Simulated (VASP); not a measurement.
# WC (P1) in VASP: further runs

Runs on WC. Level: PBEsol. Tasks: single point.

Everything below comes from runs of VASP 6.6.1. Logs are shortened: lines on timing, memory, paths and dates and some standing lists are left out, and cuts for length are marked.

### 1 The cell of the first run

The typed cell holds 2 atoms: a = 2.901 Å, b = 2.901 Å, c = 2.829 Å, α = 90.00°, β = 90.00°, γ = 120.00°.

### 2 Single point, PBEsol (atom 2 (C) moved by (-0.300, -0.300) A along x and z)

Contents of INCAR:

```
SYSTEM = WC
PREC     = Accurate       ! precision mode
ENCUT    = 520            ! plane-wave cutoff, eV
EDIFF    = 1E-7           ! SCF threshold, eV
ISMEAR   = 0              ! smearing method
SIGMA    = 0.15           ! smearing width, eV
LREAL    = .FALSE.        ! projectors in reciprocal space
LASPH    = .TRUE.         ! aspherical terms in the spheres
NELM     = 80             ! most SCF steps
ALGO     = Normal         ! electronic algorithm
ISIF     = 2              ! what is computed and relaxed
LWAVE    = .FALSE.        ! write WAVECAR
LCHARG   = .TRUE.         ! write CHGCAR
GGA      = PS             ! functional
LELF     = .TRUE.         ! ELF
LVHAR    = .TRUE.       
NBANDS   = 16             ! bands
```

Contents of KPOINTS:

```
regular mesh
0
G
  18 18 16
  0 0 0
```

Contents of POSCAR:

```
WC
1.0
    2.9005014360      0.0000000000      0.0000000000
   -1.4502507180      2.5119079273      0.0000000000
    0.0000000000      0.0000000000      2.8290000000
W C
1 1
Direct
    0.0000000000      0.0000000000      0.0000000000
    0.5632362748      0.3333333333      0.3939554613
```

Potentials or basis: VASP PAW PBE potentials, release 64 (W_sv, C).

The run is started by

```
$ cat potpaw_PBE.64/W_sv/POTCAR potpaw_PBE.64/C/POTCAR > POTCAR
$ mpirun -np 1 vasp_std > vasp.out
```

OUTCAR:

```text
SYSTEM = WC
   PREC = Accurate
   ENCUT = 520
   EDIFF = 1E-7
   ISMEAR = 0
   LREAL = .FALSE.
   LASPH = .TRUE.
   NELM = 80
   ISIF = 2
   GGA = PS

 ion  position               nearest neighbor table
   1  0.000  0.000  0.000-   2 1.81   2 2.03   2 2.23   2 2.24   2 2.42   2 2.59
   2  0.563  0.333  0.394-   1 1.81   1 2.03   1 2.23   1 2.24   1 2.42   1 2.59

  LATTYP: Found a hexagonal cell.
 ALAT       =     2.9005014360
 C/A-ratio  =     0.9753485949

  Lattice vectors:

 A1 = (   2.9005014360,   0.0000000000,   0.0000000000)
 A2 = (  -1.4502507180,   2.5119079273,   0.0000000000)
 A3 = (   0.0000000000,   0.0000000000,   2.8290000000)

Analysis of symmetry for initial positions (statically):
=====================================================================
 Subroutine PRICEL returns:
 Original cell was already a primitive cell.

 Routine SETGRP: Setting up the symmetry group for a
 hexagonal supercell.

 Subroutine GETGRP returns: Found  1 space group operations
 (whereof  1 operations were pure point group operations)
 out of a pool of 24 trial point group operations.

The static configuration has the point symmetry C_1 .

Analysis of symmetry for dynamics (positions and initial velocities):
=====================================================================
 Subroutine PRICEL returns:
 Original cell was already a primitive cell.

 Routine SETGRP: Setting up the symmetry group for a
 hexagonal supercell.

 Subroutine GETGRP returns: Found  1 space group operations
 (whereof  1 operations were pure point group operations)
 out of a pool of 24 trial point group operations.

The dynamic configuration has the point symmetry C_1 .

 Subroutine INISYM returns: Found  1 space group operations
 (whereof  1 operations are pure point group operations),
 and found     1 'primitive' translations

----------------------------------------------------------------------------------------

                                     Primitive cell

  volume of cell :      20.6115

  direct lattice vectors                    reciprocal lattice vectors
     2.900501436  0.000000000  0.000000000     0.344767973  0.199051882  0.000000000
    -1.450250718  2.511907927  0.000000000     0.000000000  0.398103764  0.000000000
     0.000000000  0.000000000  2.829000000     0.000000000  0.000000000  0.353481796

  length of vectors
     2.900501436  2.900501436  2.829000000     0.398103764  0.398103764  0.353481796

  position of ions in fractional coordinates (direct lattice)
     0.000000000  0.000000000  0.000000000
     0.563236275  0.333333333  0.393955461

  ion indices of the primitive-cell ions
   primitive index   ion index
                 1           1
                 2           2

----------------------------------------------------------------------------------------

 KPOINTS: regular mesh

Automatic generation of k-mesh.
 Grid dimensions read from file:
 generate k-points for:   18   18   16

 Generating k-lattice:

  Cartesian coordinates                     Fractional coordinates (reciprocal lattice)
     0.019153776  0.011058438  0.000000000     0.055555556  0.000000000  0.000000000
     0.000000000  0.022116876  0.000000000     0.000000000  0.055555556  0.000000000
     0.000000000  0.000000000  0.022092612     0.000000000  0.000000000  0.062500000

  Length of vectors
     0.022116876  0.022116876  0.022092612

  Shift w.r.t. Gamma in fractional coordinates (k-lattice)
     0.000000000  0.000000000  0.000000000

 Subroutine IBZKPT returns following result:
 ===========================================

 Found   2596 irreducible k-points:

 Following reciprocal coordinates:
            Coordinates               Weight
  0.000000  0.000000  0.000000      1.000000
  0.055556  0.000000  0.000000      2.000000
  0.000000  0.055556  0.000000      2.000000
 -0.055556  0.055556  0.000000      2.000000
  0.111111  0.000000  0.000000      2.000000
  0.000000  0.111111  0.000000      2.000000
[... 16 lines left out ...]
  0.444444 -0.000000  0.000000      2.000000
  0.000000  0.444444  0.000000      2.000000
 [... further k-points ...]
   k-points           NKPTS =   2596   k-points in BZ     NKDIM =   2596   number of bands    NBANDS=     16
   number of dos      NEDOS =    301   number of ions     NIONS =      2
   total plane-waves  NPLWV =  13824
   dimension x,y,z NGX =    24 NGY =   24 NGZ =   24
   dimension x,y,z NGXF=    48 NGYF=   48 NGZF=   48
   ions per type =               1   1
   NGX,Y,Z   is equivalent  to a cutoff of  13.76, 13.76, 14.10 a.u.
   NGXF,Y,Z  is equivalent  to a cutoff of  27.51, 27.51, 28.21 a.u.
 SYSTEM =  WC
   PREC   = accura    normal or accurate (medium, high low for compatibility)
   ISTART =      0    job   : 0-new  1-cont  2-samecut
   ICHARG =      2    charge: 1-file 2-atom 10-const
   ISPIN  =      1    spin polarized calculation?
   LNONCOLLINEAR =      F non collinear calculations
   LSORBIT =      F    spin-orbit coupling
   LASPH  =      T    aspherical Exc in radial PAW
   ENCUT  =  520.0 eV  38.22 Ry    6.18 a.u.   5.39  5.39  5.26*2*pi/ulx,y,z
   NELM   =     80;   NELMIN=  2; NELMDL= -5     # of ELM steps
   EDIFF  = 0.1E-06   stopping-criterion for ELM
   LREAL  =      F    real-space projection
   EDIFFG = 0.1E-05   stopping-criterion for IOM
   NSW    =      0    number of steps for IOM
   IBRION =     -1    ionic relax: 0-MD 1-quasi-New 2-CG
   NFREE  =      0    steps in history (QN), initial steepest desc. (CG)
   ISIF   =      2    stress and relaxation
   ISYM   =      2    0-nonsym 1-usesym 2-fastsym
   POTIM  = 0.5000    time-step for ionic-motion
   TEBEG  =    0.0;   TEEND  =   0.0 temperature during run
   PSTRESS=    0.0 pullay stress
   NELECT =      18.0000    total number of electrons
   NUPDOWN=      -1.0000    fix difference up-down
   EMIN   =  10.00;   EMAX   =-10.00  energy-range for DOS
   EFERMI =   0.00;   METHOD = LEGACY
   ISMEAR =     0;   SIGMA  =   0.15  broadening in eV -4-tet -1-fermi 0-gaus
   EFERMI_NEDOS =   21; number of points for ismear=-14 and -15
   IALGO  =     38    algorithm
   IMIX   =      4    mixing-type and parameters
     AMIX     =   0.40;   BMIX     =  1.00
     AMIX_MAG =   1.60;   BMIX_MAG =  1.00
  volume/ion in A,a.u.               =      10.31        69.55
  Fermi-wavevector in a.u.,A,eV,Ry     =   1.564813  2.957068 33.315762  2.448639
  Thomas-Fermi vector in A             =   2.667381
   LORBIT       =      0    0 simple, 1 ext, 2 COOP (PROOUT), +10 PAW based schemes
   GGA     = PS    functional components
   LHFCALC =     F    Hartree Fock is set to
   AEXX    =    0.0000 exact exchange contribution
   IVDW    =     0    specifies the selected vdW correction
   LEPSILON=     F    determine dielectric tensor
   LRPA    =     F    only Hartree local field effects (RPA)
 non-spin polarized calculation
 Gauss-broadening in eV      SIGMA  =   0.15
  energy-cutoff  :      520.00
  volume of cell :       20.61
 maximum number of plane-waves:       580
 NGX is ok and might be reduce to    24
   NGX = 11   NGY = 11   NGZ = 11

 number of electron      18.0000001 magnetization

 Free energy of the ion-electron system (eV)
  ---------------------------------------------------
  ext. energy  EPLUGINS =         0.00000000
  ---------------------------------------------------
  free energy    TOTEN  =       -22.30828478 eV

  energy without entropy =      -22.30420099  energy(sigma->0) =      -22.30624288

 E-fermi :  11.3924     XC(G=0): -13.8854

 val. band max:       11.3922937442   @ k =   0.1111  -0.1111   0.3750
 cond. band min:      11.3939745896   @ k =   0.1111  -0.1667  -0.3750
 fundamental gap:      0.0016808454
 Fermi energy:        11.3923547114

 k-point     1 :       0.0000    0.0000    0.0000
  band No.  band energies     occupation
      1     -62.6816      2.00000
      2     -26.8515      2.00000
      3     -26.6648      2.00000
      4     -26.5919      2.00000
      5      -3.4140      2.00000
      6       5.4957      2.00000
[... 8 lines left out ...]
     15      23.6630      0.00000
     16      26.7146      0.00000

 k-point     2 :       0.0556    0.0000    0.0000
  band No.  band energies     occupation
      1     -62.6796      2.00000
      2     -26.8626      2.00000
      3     -26.6769      2.00000
      4     -26.6007      2.00000
      5      -3.3220      2.00000
      6       5.5062      2.00000
[... 8 lines left out ...]
     15      23.7925      0.00000
     16      26.8602      0.00000

 k-point     3 :       0.0000    0.0556    0.0000
  band No.  band energies     occupation
      1     -62.6797      2.00000
      2     -26.8566      2.00000
      3     -26.6809      2.00000
      4     -26.6020      2.00000
      5      -3.3276      2.00000
      6       5.5202      2.00000
[... 8 lines left out ...]
     15      23.7458      0.00000
     16      26.6025      0.00000

 k-point     4 :      -0.0556    0.0556    0.0000
  band No.  band energies     occupation
      1     -62.6797      2.00000
      2     -26.8540      2.00000
      3     -26.6682      2.00000
      4     -26.6160      2.00000
      5      -3.3390      2.00000
      6       5.5321      2.00000
[... 8 lines left out ...]
     15      23.5811      0.00000
     16      26.8565      0.00000

 k-point     5 :       0.1111    0.0000    0.0000
  band No.  band energies     occupation
      1     -62.6741      2.00000
      2     -26.9087      2.00000
      3     -26.7002      2.00000
      4     -26.6228      2.00000
      5      -3.0532      2.00000
      6       5.4838      2.00000
[... 8 lines left out ...]
     15      24.1580      0.00000
     16      27.2501      0.00000

 k-point     6 :       0.0000    0.1111    0.0000
  band No.  band energies     occupation
      1     -62.6742      2.00000
      2     -26.8821      2.00000
      3     -26.7254      2.00000
      4     -26.6212      2.00000
      5      -3.0759      2.00000
      6       5.5456      2.00000
[... 8 lines left out ...]
     15      23.9565      0.00000
     16      26.4256      0.00000
[... 267 lines left out ...]
 k-point    21 :       0.0000    0.3889    0.0000
  band No.  band energies     occupation
      1     -62.6259      2.00000
      2     -27.4751      2.00000
      3     -26.8678      2.00000
      4     -26.6315      2.00000
      5      -0.5103      2.00000
      6       4.0725      2.00000
[... 8 lines left out ...]
     15      24.6464      0.00000
     16      26.2352      0.00000

 k-point    22 :      -0.3889    0.3889    0.0000
  band No.  band energies     occupation
      1     -62.6272      2.00000
      2     -27.3733      2.00000
      3     -26.9211      2.00000
      4     -26.6460      2.00000
      5      -1.1330      2.00000
      6       4.5715      2.00000
[... 8 lines left out ...]
     15      24.6198      0.00000
     16      26.3744      0.00000

 k-point    23 :       0.4444   -0.0000    0.0000
  band No.  band energies     occupation
      1     -62.6195      2.00000
      2     -27.6203      2.00000
      3     -26.8136      2.00000
      4     -26.6420      2.00000
      5       0.3540      2.00000
      6       3.3638      2.00000
[... 8 lines left out ...]
     15      25.5412      0.00000
     16      27.9144      0.00000

 k-point    24 :       0.0000    0.4444    0.0000
  band No.  band energies     occupation
      1     -62.6204      2.00000
      2     -27.5467      2.00000
      3     -26.8829      2.00000
      4     -26.6249      2.00000
      5      -0.1494      2.00000
      6       3.9538      2.00000
[... 8 lines left out ...]
     15      24.4225      0.00000
     16      25.8955      0.00000

 [... further k-points ...]

------------------------ aborting loop because EDIFF is reached ----------------------------------------

  FORCE on cell =-STRESS in cart. coord.  units (eV):
  Direction    XX          YY          ZZ          XY          YZ          ZX
  --------------------------------------------------------------------------------------
  -------------------------------------------------------------------------------------
  Total        4.4350926      3.8836700      6.0531539      3.5941836      1.7895160      4.4868661
  in kB      344.7494024    301.8861219    470.5248320    279.3837156    139.1029752    348.7738723
  external PRESSURE =     372.3867855 kB  Pullay stress =       0.0000000 kB

 VOLUME and BASIS-vectors are now :
 -----------------------------------------------------------------------------
  energy-cutoff  :      520.00
  volume of cell :       20.61
      direct lattice vectors                 reciprocal lattice vectors
     2.900501436  0.000000000  0.000000000     0.344767973  0.199051882  0.000000000
    -1.450250718  2.511907927  0.000000000     0.000000000  0.398103764  0.000000000
     0.000000000  0.000000000  2.829000000     0.000000000  0.000000000  0.353481796

 POSITION                                       TOTAL-FORCE (eV/Angst)
 -----------------------------------------------------------------------------------
      0.00000      0.00000      0.00000        -5.814614     -1.698430     -6.170741
      1.15025      0.83730      1.11450         5.814614      1.698430      6.170741
 -----------------------------------------------------------------------------------
    total drift:                               -0.000007      0.000019     -0.000045

  FREE ENERGIE OF THE ION-ELECTRON SYSTEM (eV)
  ---------------------------------------------------
  free  energy   TOTEN  =       -22.3082847813 eV

  energy  without entropy=      -22.3042009876  energy(sigma->0) =      -22.30624288
```

Wall time 14 min (1 thread of AMD EPYC 7R43 (Zen 3), shared host); peak memory 0.84 GiB.

What came out:

```
Free energy            : -22.3083 eV
Pressure               : 37.2 GPa
Largest force          : 8.647 eV/Å
Band gap on the k mesh : zero (bands 9 and 10 overlap by 1.18 eV)
```

Forces on the atoms (eV/Å):
```
W   -5.815 -1.698 -6.171
C    5.815  1.698  6.171
```

Levels at points of the mesh, in eV from the Fermi level:
| k point | band 7 | band 8 | band 9 | band 10 | band 11 | band 12 |
| --- | --- | --- | --- | --- | --- | --- |
| (0.00, 0.00, 0.00) | -4.44 | -3.80 | 0.70 | 1.73 | 3.24 | 4.71 |
| (0.50, 0.00, 0.00) | -4.69 | -4.05 | -0.81 | 2.97 | 3.44 | 4.43 |
| (0.00, 0.50, 0.00) | -5.38 | -3.86 | -0.07 | 2.68 | 3.79 | 4.80 |
| (0.50, 0.50, 0.00) | -5.17 | -2.88 | -1.17 | 2.65 | 4.09 | 4.93 |
| (0.00, 0.00, 0.50) | -4.52 | -2.67 | -0.87 | 0.13 | 2.54 | 4.37 |
| (0.50, 0.00, 0.50) | -4.22 | -3.45 | -0.81 | 3.98 | 4.99 | 5.46 |
| (0.00, 0.50, 0.50) | -4.72 | -3.71 | -0.20 | 3.20 | 4.87 | 5.09 |
| (0.50, 0.50, 0.50) | -5.65 | -4.88 | 0.91 | 3.83 | 4.92 | 6.01 |

Caveat: the cell differs from its parent crystal (atom 2 (C) moved by (-0.300, -0.300) A along x and z); the cell stands under pressure; the PAW data sets were made with another functional, which shifts forces and pressure a little; spin-orbit coupling is left out, which moves the levels of the heavy elements.

(Continued in part 2 of 2.)
